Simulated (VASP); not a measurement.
# Cl (Cmce) in VASP: a series of runs

Runs on Cl. Level: PBEsol. Tasks: single point, relaxation of cell and atoms.

Program: VASP 6.6.1. These are calculated values, not measurements. Logs are shortened: lines on timing, memory, paths and dates and some standing lists are left out, and cuts for length are marked.

### Step 1. The cell of the first run

It takes space group Cmce (No. 64, orthorhombic). The conventional cell has a = 6.932 Å, b = 3.890 Å, c = 8.006 Å, α = 90.00°, β = 90.00°, γ = 90.00°. Cl (site symmetry m) has 1 Cl at 2.03 Å within 2.7 Å.

### Step 2. Single point, PBEsol

INCAR reads:

```
SYSTEM = Cl
ALGO = Normal ; EDIFF = 1E-6
ENCUT = 520 ; GGA = PS
ISIF = 2 ; ISMEAR = -1
LASPH = .TRUE. ; LCHARG = .FALSE.
LREAL = .FALSE. ; LWAVE = .FALSE.
NBANDS = 22 ; NELM = 100
PREC = Accurate ; SIGMA = 0.05
```

KPOINTS reads:

```
k-points
0
G
  5 5 2
  0 0 0
```

POSCAR reads:

```
Cl
1.0
    3.4661380388     -1.9448437695      0.0000000000
    3.4661380388      1.9448437695      0.0000000000
    0.0000000000      0.0000000000      8.0055908624
Cl
4
Direct
    0.8736008072      0.1263991928      0.1111123907
    0.6263991928      0.3736008072      0.6111123907
    0.1263991928      0.8736008072      0.8888876093
    0.3736008072      0.6263991928      0.3888876093
```

Potentials or basis: VASP PAW PBE potentials, release 64 (Cl).

Started as:

```sh
$ cat potpaw_PBE.64/Cl/POTCAR > POTCAR
$ mpirun -np 1 vasp_std > vasp.out
```

OUTCAR:

```text
SYSTEM = Cl
   EDIFF = 1E-6
   ENCUT = 520
   GGA = PS
   ISIF = 2
   ISMEAR = -1
   LASPH = .TRUE.
   LREAL = .FALSE.
   NELM = 100
   PREC = Accurate

 ion  position               nearest neighbor table
   1  0.874  0.126  0.111-   3 2.03
   2  0.626  0.374  0.611-   4 2.03
   3  0.126  0.874  0.889-   1 2.03
   4  0.374  0.626  0.389-   2 2.03

  LATTYP: Found a base centered orthorhombic cell.
 ALAT       =     3.8896875390
 B/A-ratio  =     1.7822192678
 C/A-ratio  =     2.0581578294

  Lattice vectors:

 A1 = (  -3.4661380388,  -1.9448437695,   0.0000000000)
 A2 = (   3.4661380388,  -1.9448437695,   0.0000000000)
 A3 = (   0.0000000000,   0.0000000000,   8.0055908624)

Analysis of symmetry for initial positions (statically):
=====================================================================
 Subroutine PRICEL returns:
 Original cell was already a primitive cell.

 Routine SETGRP: Setting up the symmetry group for a
 base centered orthorhombic supercell.

 Subroutine GETGRP returns: Found  8 space group operations
 (whereof  4 operations were pure point group operations)
 out of a pool of  8 trial point group operations.

The static configuration has the point symmetry C_2h.
 The point group associated with its full space group is D_2h.

Analysis of symmetry for dynamics (positions and initial velocities):
=====================================================================
 Subroutine PRICEL returns:
 Original cell was already a primitive cell.

 Routine SETGRP: Setting up the symmetry group for a
 base centered orthorhombic supercell.

 Subroutine GETGRP returns: Found  8 space group operations
 (whereof  4 operations were pure point group operations)
 out of a pool of  8 trial point group operations.

The dynamic configuration has the point symmetry C_2h.
 The point group associated with its full space group is D_2h.

 Subroutine INISYM returns: Found  8 space group operations
 (whereof  4 operations are pure point group operations),
 and found     1 'primitive' translations

----------------------------------------------------------------------------------------

                                     Primitive cell

  volume of cell :     107.9329

  direct lattice vectors                    reciprocal lattice vectors
     3.466138039 -1.944843770  0.000000000     0.144252766 -0.257090059  0.000000000
     3.466138039  1.944843770  0.000000000     0.144252766  0.257090059  0.000000000
     0.000000000  0.000000000  8.005590862     0.000000000  0.000000000  0.124912704

  length of vectors
     3.974484896  3.974484896  8.005590862     0.294795114  0.294795114  0.124912704

  position of ions in fractional coordinates (direct lattice)
     0.873600807  0.126399193  0.111112391
     0.626399193  0.373600807  0.611112391
     0.126399193  0.873600807  0.888887609
     0.373600807  0.626399193  0.388887609

  ion indices of the primitive-cell ions
   primitive index   ion index
                 1           1
                 2           2
                 3           3
                 4           4

----------------------------------------------------------------------------------------

 KPOINTS: k-points

Automatic generation of k-mesh.
 Grid dimensions read from file:
 generate k-points for:    5    5    2

 Generating k-lattice:

  Cartesian coordinates                     Fractional coordinates (reciprocal lattice)
     0.028850553 -0.051418012  0.000000000     0.200000000  0.000000000  0.000000000
     0.028850553  0.051418012  0.000000000     0.000000000  0.200000000  0.000000000
     0.000000000  0.000000000  0.062456352     0.000000000  0.000000000  0.500000000

  Length of vectors
     0.058959023  0.058959023  0.062456352

  Shift w.r.t. Gamma in fractional coordinates (k-lattice)
     0.000000000  0.000000000  0.000000000

 Subroutine IBZKPT returns following result:
 ===========================================

 Found     18 irreducible k-points:

 Following reciprocal coordinates:
            Coordinates               Weight
  0.000000  0.000000  0.000000      1.000000
  0.200000  0.000000  0.000000      4.000000
  0.400000 -0.000000  0.000000      4.000000
  0.200000  0.200000  0.000000      2.000000
  0.400000  0.200000  0.000000      4.000000
 -0.400000  0.200000  0.000000      4.000000
[... 10 lines left out ...]
  0.400000  0.400000  0.500000      2.000000
 -0.400000  0.400000  0.500000      2.000000
   k-points           NKPTS =     18   k-points in BZ     NKDIM =     18   number of bands    NBANDS=     22
   number of dos      NEDOS =    301   number of ions     NIONS =      4
   total plane-waves  NPLWV =  54000
   dimension x,y,z NGX =    30 NGY =   30 NGZ =   60
   dimension x,y,z NGXF=    60 NGYF=   60 NGZF=  120
   ions per type =               4
   NGX,Y,Z   is equivalent  to a cutoff of  12.55, 12.55, 12.46 a.u.
   NGXF,Y,Z  is equivalent  to a cutoff of  25.10, 25.10, 24.92 a.u.
 SYSTEM =  Cl
   PREC   = accura    normal or accurate (medium, high low for compatibility)
   ISTART =      0    job   : 0-new  1-cont  2-samecut
   ICHARG =      2    charge: 1-file 2-atom 10-const
   ISPIN  =      1    spin polarized calculation?
   LNONCOLLINEAR =      F non collinear calculations
   LSORBIT =      F    spin-orbit coupling
   LASPH  =      T    aspherical Exc in radial PAW
   ENCUT  =  520.0 eV  38.22 Ry    6.18 a.u.   7.39  7.39 14.89*2*pi/ulx,y,z
   NELM   =    100;   NELMIN=  2; NELMDL= -5     # of ELM steps
   EDIFF  = 0.1E-05   stopping-criterion for ELM
   LREAL  =      F    real-space projection
   EDIFFG = 0.1E-04   stopping-criterion for IOM
   NSW    =      0    number of steps for IOM
   IBRION =     -1    ionic relax: 0-MD 1-quasi-New 2-CG
   NFREE  =      0    steps in history (QN), initial steepest desc. (CG)
   ISIF   =      2    stress and relaxation
   ISYM   =      2    0-nonsym 1-usesym 2-fastsym
   POTIM  = 0.5000    time-step for ionic-motion
   TEBEG  =    0.0;   TEEND  =   0.0 temperature during run
   PSTRESS=    0.0 pullay stress
   NELECT =      28.0000    total number of electrons
   NUPDOWN=      -1.0000    fix difference up-down
   EMIN   =  10.00;   EMAX   =-10.00  energy-range for DOS
   EFERMI =   0.00;   METHOD = LEGACY
   ISMEAR =    -1;   SIGMA  =   0.05  broadening in eV -4-tet -1-fermi 0-gaus
   EFERMI_NEDOS =   21; number of points for ismear=-14 and -15
   IALGO  =     38    algorithm
   IMIX   =      4    mixing-type and parameters
     AMIX     =   0.40;   BMIX     =  1.00
     AMIX_MAG =   1.60;   BMIX_MAG =  1.00
  volume/ion in A,a.u.               =      26.98       182.09
  Fermi-wavevector in a.u.,A,eV,Ry     =   1.044102  1.973066 14.832372  1.090149
  Thomas-Fermi vector in A             =   2.178840
   LORBIT       =      0    0 simple, 1 ext, 2 COOP (PROOUT), +10 PAW based schemes
   GGA     = PS    functional components
   LHFCALC =     F    Hartree Fock is set to
   AEXX    =    0.0000 exact exchange contribution
   IVDW    =     0    specifies the selected vdW correction
   LEPSILON=     F    determine dielectric tensor
   LRPA    =     F    only Hartree local field effects (RPA)
 non-spin polarized calculation
  energy-cutoff  :      520.00
  volume of cell :      107.93
 maximum number of plane-waves:      2931
 NGX is ok and might be reduce to    30
   NGX = 15   NGY = 15   NGZ = 29

 number of electron      27.9999996 magnetization

 Free energy of the ion-electron system (eV)
  ---------------------------------------------------
  ext. energy  EPLUGINS =         0.00000000
  ---------------------------------------------------
  free energy    TOTEN  =        -8.05640787 eV

  energy without entropy =       -8.05640787  energy(sigma->0) =       -8.05640787

 E-fermi :   1.0847     XC(G=0):  -8.2294

 val. band max:        0.0841040290   @ k =   0.0000   0.0000   0.0000
 cond. band min:       2.1613144566   @ k =   0.0000   0.0000   0.0000
 fundamental gap:      2.0772104276
 Fermi energy:         1.0847089836

 k-point     1 :       0.0000    0.0000    0.0000
  band No.  band energies     occupation
      1     -16.8044      2.00000
      2     -16.3472      2.00000
      3     -13.1859      2.00000
      4     -11.9649      2.00000
      5      -5.8911      2.00000
      6      -4.2114      2.00000
[... 14 lines left out ...]
     21      10.9792      0.00000
     22      11.0857      0.00000

 k-point     2 :       0.2000    0.0000    0.0000
  band No.  band energies     occupation
      1     -16.6941      2.00000
      2     -16.3153      2.00000
      3     -13.0743      2.00000
      4     -12.0984      2.00000
      5      -5.8692      2.00000
      6      -4.5249      2.00000
[... 14 lines left out ...]
     21       9.9292      0.00000
     22      10.9129      0.00000

 k-point     3 :       0.4000   -0.0000    0.0000
  band No.  band energies     occupation
      1     -16.4593      2.00000
      2     -16.3086      2.00000
      3     -12.7909      2.00000
      4     -12.4272      2.00000
      5      -5.7580      2.00000
      6      -5.2812      2.00000
[... 14 lines left out ...]
     21      10.6841      0.00000
     22      11.6662      0.00000

 k-point     4 :       0.2000    0.2000    0.0000
  band No.  band energies     occupation
      1     -16.7517      2.00000
      2     -16.3085      2.00000
      3     -13.1312      2.00000
      4     -11.9546      2.00000
      5      -5.8423      2.00000
      6      -4.2427      2.00000
[... 14 lines left out ...]
     21      10.1784      0.00000
     22      10.2117      0.00000

 k-point     5 :       0.4000    0.2000    0.0000
  band No.  band energies     occupation
      1     -16.6193      2.00000
      2     -16.2663      2.00000
      3     -12.9946      2.00000
      4     -12.0952      2.00000
      5      -5.7928      2.00000
      6      -4.5976      2.00000
[... 267 lines left out ...]
 k-point    16 :      -0.2000    0.2000    0.5000
  band No.  band energies     occupation
      1     -16.4022      2.00000
      2     -16.4022      2.00000
      3     -12.6213      2.00000
      4     -12.6213      2.00000
      5      -5.3319      2.00000
      6      -5.3319      2.00000
[... 14 lines left out ...]
     21      10.4628      0.00000
     22      10.4628      0.00000

 k-point    17 :       0.4000    0.4000    0.5000
  band No.  band energies     occupation
      1     -16.4749      2.00000
      2     -16.4749      2.00000
      3     -12.4963      2.00000
      4     -12.4963      2.00000
      5      -5.0825      2.00000
      6      -5.0825      2.00000
[... 14 lines left out ...]
     21      10.2520      0.00000
     22      10.2520      0.00000

 k-point    18 :      -0.4000    0.4000    0.5000
  band No.  band energies     occupation
      1     -16.4171      2.00000
      2     -16.4171      2.00000
      3     -12.5218      2.00000
      4     -12.5218      2.00000
      5      -5.1958      2.00000
      6      -5.1958      2.00000
[... 14 lines left out ...]
     21      10.7356      0.00000
     22      10.7358      0.00000

------------------------ aborting loop because EDIFF is reached ----------------------------------------

  FORCE on cell =-STRESS in cart. coord.  units (eV):
  Direction    XX          YY          ZZ          XY          YZ          ZX
  --------------------------------------------------------------------------------------
  -------------------------------------------------------------------------------------
  Total       -0.0448879     -0.1238887     -0.3968910      0.0000000     -0.0000000      0.0000000
  in kB       -0.6663251     -1.8390285     -5.8915274      0.0000000     -0.0000000      0.0000000
  external PRESSURE =      -2.7989603 kB  Pullay stress =       0.0000000 kB

 VOLUME and BASIS-vectors are now :
 -----------------------------------------------------------------------------
  energy-cutoff  :      520.00
  volume of cell :      107.93
      direct lattice vectors                 reciprocal lattice vectors
     3.466138039 -1.944843770  0.000000000     0.144252766 -0.257090059  0.000000000
     3.466138039  1.944843770  0.000000000     0.144252766  0.257090059  0.000000000
     0.000000000  0.000000000  8.005590862     0.000000000  0.000000000  0.124912704

 POSITION                                       TOTAL-FORCE (eV/Angst)
 -----------------------------------------------------------------------------------
      3.46614     -1.45319      0.88952         0.000000     -0.065572     -0.129002
      3.46614     -0.49165      4.89232         0.000000      0.065572     -0.129002
      3.46614      1.45319      7.11607         0.000000      0.065572      0.129002
      3.46614      0.49165      3.11328         0.000000     -0.065572      0.129002
 -----------------------------------------------------------------------------------
    total drift:                               -0.000000      0.000000     -0.000000

  FREE ENERGIE OF THE ION-ELECTRON SYSTEM (eV)
  ---------------------------------------------------
  free  energy   TOTEN  =        -8.0564078662 eV

  energy  without entropy=       -8.0564078660  energy(sigma->0) =       -8.05640787
```

Run time: 28 s. Hardware: 1 thread of AMD EPYC 7R43 (Zen 3), shared host; peak memory 0.18 GiB.

What came out:

```yaml
Free_energy: -8.0564 eV
Pressure: -0.3 GPa
Largest_force: 0.145 eV/Å
Band_gap_on_the_k_mesh: 2.08 eV
```

Forces in eV/Å, atoms in the order of the input:
```
Cl   0.000 -0.066 -0.129
Cl   0.000  0.066 -0.129
Cl   0.000  0.066  0.129
Cl   0.000 -0.066  0.129
```

Caveat: this functional lacks dispersion, which holds the molecules together, so the pressure and a relaxed volume are unreliable; the PAW data sets were made with another functional, which shifts forces and pressure a little; an odd mesh through Γ misses points on the zone boundary, where band edges can lie.

[end of part 1 of 2]
